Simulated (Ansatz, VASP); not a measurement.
## One calculation of Eu, two programs

The input INCAR:

```
PREC     = Accurate       # precision mode
ENCUT    = 520            # plane-wave cutoff, eV
EDIFF    = 1E-7           # SCF threshold, eV
ISMEAR   = -1             # smearing method
SIGMA    = 0.05           # smearing width, eV
LREAL    = False          # projectors in reciprocal space
LASPH    = True           # aspherical terms in the spheres
NELM     = 150            # most SCF steps
ALGO     = Normal         # electronic algorithm
ISIF     = 2              # what is computed and relaxed
LWAVE    = False          # write WAVECAR
LCHARG   = False          # write CHGCAR
ISPIN    = 2              # spin polarisation
MAGMOM   = 1.8            # initial moments
LORBIT   = 11             # projections on sites
NUPDOWN  = 1.8            # fixed moment
LMAXMIX  = 6              # l up to which the mixer works
GGA      = PE             # functional
NBANDS   = 18             # bands
```

The input KPOINTS:

```
Automatic mesh
0
Gamma
  7 7 7
```

The input POSCAR:

```
Eu
1.0
    0.0000000000      2.7893026914      2.7893026914
    2.7893026914      0.0000000000      2.7893026914
    2.7893026914      2.7893026914      0.0000000000
Eu
1
Direct
    0.0000000000      0.0000000000      0.0000000000
```

input.yaml

```yaml
crystal:
  lattice:
    - [0.0, 2.7893026914, 2.7893026914]
    - [2.7893026914, 0.0, 2.7893026914]
    - [2.7893026914, 2.7893026914, 0.0]
  atoms:
    - { symbol: Eu, position: [0.0, 0.0, 0.0], spin: 1.8 }
hamiltonian:
  xc: pbe
  pseudopotentials: { kind: paw }
magnetization:
  spin_polarized: true
  initial_magnetization: 1.8
  spin_locking: { lock_magnetization: hard }
kpoints:
  mp_grid: { grid: [7, 7, 7] }
scf:
  occupations: { method: fermi_dirac, width: 0.05 }
  lower_state_search: "off"
output:
  forces: true
  stress: true
  eigenvalues: true
  write_density: true
  write_potential: true
  elf: true
  volumetric_format: npy
```

Alike in both runs: task single point; functional PBE; k mesh 7 × 7 × 7; occupations fermi-dirac, width 0.05 eV; collinear spin; fixed moment 1.8 μB.

```csv
,VASP,Ansatz
version,VASP 6.6.1,Ansatz 0.2.0
potentials or method,"VASP PAW PBE potentials, release 64 (Eu)",Ansatz PAW
plane-wave cutoff (eV),520,420
valence electrons in the cell,17,17
```

|  | VASP | Ansatz | Ansatz less VASP |
| --- | --- | --- | --- |
| pressure (GPa) | -1.4 | -1.6 | -0.13 |
| net moment per atom (μB) | 1.80 | 1.80 | 0.000 |
| size of the moment on the site where the two differ most (μB) | 3.34 | 1.57 | -1.769 |

Site moments also hang on the region over which each program counts them.

Neither program's run includes spin-orbit coupling.
